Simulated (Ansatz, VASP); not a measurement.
## Na in VASP and in Ansatz

File INCAR:

```
SYSTEM = Na
PREC     = Accurate       ! precision mode
ENCUT    = 520            ! plane-wave cutoff, eV
EDIFF    = 1E-6           ! SCF threshold, eV
ISMEAR   = 0              ! smearing method
SIGMA    = 0.15           ! smearing width, eV
LREAL    = .False.        ! projectors in reciprocal space
LASPH    = .True.         ! aspherical terms in the spheres
NELM     = 80             ! most SCF steps
ALGO     = Normal         ! electronic algorithm
ISIF     = 2              ! what is computed and relaxed
LWAVE    = .False.        ! write WAVECAR
LCHARG   = .True.         ! write CHGCAR
GGA      = PS             ! functional
LELF     = .True.         ! ELF
LVHAR    = .True.       
NBANDS   = 10             ! bands
```

File KPOINTS:

```
regular mesh
0
Gamma
  16 16 16
  0 0 0
```

File POSCAR:

```
Na
1.0
   -2.1175000000      2.1175000000      2.1492625000
    2.1175000000     -2.1175000000      2.1492625000
    2.1175000000      2.1175000000     -2.1492625000
Na
1
Direct
    0.0000000000      0.0000000000      0.0000000000
```

Input for Ansatz:

```yaml
crystal:
  lattice:
    - [-2.1175, 2.1175, 2.1492625]
    - [2.1175, -2.1175, 2.1492625]
    - [2.1175, 2.1175, -2.1492625]
  atoms:
    - { symbol: Na, position: [0.0, 0.0, 0.0] }
basis:
  ecutwfc: 420
kpoints:
  mp_grid: { grid: [16, 16, 16] }
hamiltonian:
  xc: pbesol
scf:
  occupations: { method: gaussian, width: 0.15 }
output:
  forces: true
  stress: true
  eigenvalues: true
  write_density: true
  write_potential: true
  elf: true
  volumetric_format: npy
```

Change from the starting cell: strain +0.000 along x and y, +0.015 along z, atoms carried along.

Alike in both runs: task single point; functional PBEsol; k mesh 16 × 16 × 16; occupations gaussian, width 0.15 eV; no spin polarisation.

```csv
,VASP,Ansatz
version,VASP 6.6.1,Ansatz 0.2.0
potentials or method,"VASP PAW PBE potentials, release 64 (Na_pv), cutoff 520 eV","scalar-relativistic, plane waves, PAW"
valence electrons in the cell,7,9
```

|  | VASP | Ansatz | Ansatz less VASP |
| --- | --- | --- | --- |
| gap on the k mesh at the Fermi level (eV) | none | none | - |
| pressure (GPa) | -0.4 | -0.4 | +0.02 |

VASP's potentials were made for PBE, not for PBEsol. A gap of «none» marks a metal or a gap that the smearing closes. VASP's potentials hold 7 valence electrons a cell and Ansatz's 9, so a difference there can come from the potentials and not from the codes.
